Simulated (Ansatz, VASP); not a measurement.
## FeGe: VASP beside Ansatz

File POSCAR:

```
FeGe
1.0
    3.0161730360      0.0000000000      0.0000000000
    0.0000000000      3.0161730360      0.0000000000
    0.0000000000      0.0000000000      3.0161730360
Fe Ge
1 1
Direct
    0.0000000000      0.0000000000      0.0000000000
    0.4633440200      0.4507515000      0.4535288900
```

File INCAR.step1:

```
SYSTEM = FeGe
PREC = Accurate ; ENCUT = 520
ISMEAR = 0 ; SIGMA = 0.05
LREAL = .False. ; LASPH = .True.
NELM = 150 ; ISPIN = 2
MAGMOM = 4 0 ; LMAXMIX = 4
NBANDS = 22 ; GGA = PE
ALGO = Normal ; EDIFF = 1E-4
LWAVE = .True. ; LCHARG = .False.
```

File INCAR.step2:

```
SYSTEM = FeGe
PREC = Accurate ; ENCUT = 520
EDIFF = 1E-7 ; ISMEAR = 0
SIGMA = 0.05 ; LREAL = .False.
LASPH = .True. ; NELM = 150
ALGO = Normal ; ISIF = 2
LWAVE = .False. ; LCHARG = .False.
ISPIN = 2 ; MAGMOM = 4 0
LORBIT = 11 ; LMAXMIX = 4
METAGGA = R2SCAN ; LMIXTAU = .True.
NBANDS = 22 ; ISTART = 1
```

The input KPOINTS:

```
Automatic mesh
0
Gamma
  3 3 3
  0 0 0
```

Input for Ansatz:

```yaml
crystal:
  lattice:
    - [3.016173036, 0.0, 0.0]
    - [0.0, 3.016173036, 0.0]
    - [0.0, 0.0, 3.016173036]
  atoms:
    - { symbol: Fe, position: [0.0, 0.0, 0.0], spin: 4.0 }
    - { symbol: Ge, position: [0.46334402, 0.4507515, 0.45352889], spin: 0.0 }
kpoints:
  mp_grid: { grid: [3, 3, 3], shift: [0, 0, 0] }
hamiltonian:
  xc: r2scan
  dispersion: none
  pseudopotentials: { kind: paw }
scf:
  occupations: { method: gaussian, width: "0.05 eV" }
  mixing: { algorithm: broyden }
magnetization:
  spin_polarized: true
```

Alike in both runs: task single point; functional r2SCAN; k mesh 3 × 3 × 3; collinear spin.

|  | VASP | Ansatz |
| --- | --- | --- |
| version | VASP 6.6.1 | Ansatz development build ahead of 0.2.0 |
| potentials or method | VASP PAW PBE potentials, release 64 (Fe, Ge_d) | PAW (an earlier, plane waves, scalar-relativistic |
| plane-wave cutoff (eV) | 520 | 1230 |
| occupations | gaussian, width 0.05 eV | gaussian |

```tsv
	VASP	Ansatz	Ansatz less VASP
net moment per atom (μB)	0.96	0.96	+0.002
size of the moment on the site where the two differ most (μB)	1.97	1.96	-0.010
```

VASP's potentials were made for PBE, not for r2SCAN. Site moments also hang on the region over which each program counts them. Ansatz's warnings: stability check not made.

The k mesh is coarse, so the values compare programs but aren't converged.
